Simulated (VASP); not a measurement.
**Mo: single point with PBE**

Crystal: Mo.

```xyz
2
Lattice="-2.1067 2.1067 1.1034 2.1067 -2.1067 1.1034 2.1067 2.1067 -1.1034" Properties=species:S:1:pos:R:3 pbc="T T T"
Mo    0.0000   -1.0533   -0.2758
Mo    0.0000    1.0533    0.2758
```

```yaml
Program: VASP 6.6.1
Task: single point
Functional: PBE
Potentials_or_basis: VASP PAW PBE potentials, release 64 (Mo_sv)
Cutoff: 520 eV
k_mesh: 18 × 18 × 18
Occupations: fermi-dirac, width 0.05 eV
Spin: no spin polarisation
Dipole_correction: no
Further_INCAR_settings: ALGO = Normal; EDIFF = 1e-07; NBANDS = 21
```

```
Pressure               : 344.8 GPa
Band gap on the k mesh : zero (bands 14 and 15 overlap by 5.43 eV)
```

Stress tensor (GPa, compression positive):
```
344.59   0.00   0.00
  0.00 344.59   0.00
  0.00   0.00 345.22
```

Levels at points of the mesh, in eV from the Fermi level:
```tsv
k point	band 11	band 12	band 13	band 14	band 15	band 16	band 17	band 18
(0.00, 0.00, 0.00)	-7.49	-6.02	-5.74	1.99	1.99	2.27	2.27	7.66
(0.50, 0.00, 0.00)	-6.52	-3.41	-2.33	-0.97	1.61	3.15	5.31	6.21
(0.50, 0.50, 0.00)	-4.96	-4.96	-1.58	-1.58	3.00	3.00	4.62	4.62
(0.50, 0.50, 0.50)	-4.45	-4.45	0.48	0.48	1.10	1.10	3.55	3.55
```

Run time: 48 s on 1 thread of Intel(R) Xeon(R) 6975P-C (Granite Rapids), with other jobs on the host, peak memory 0.26 GiB.

Caveat: the cell stands under pressure.
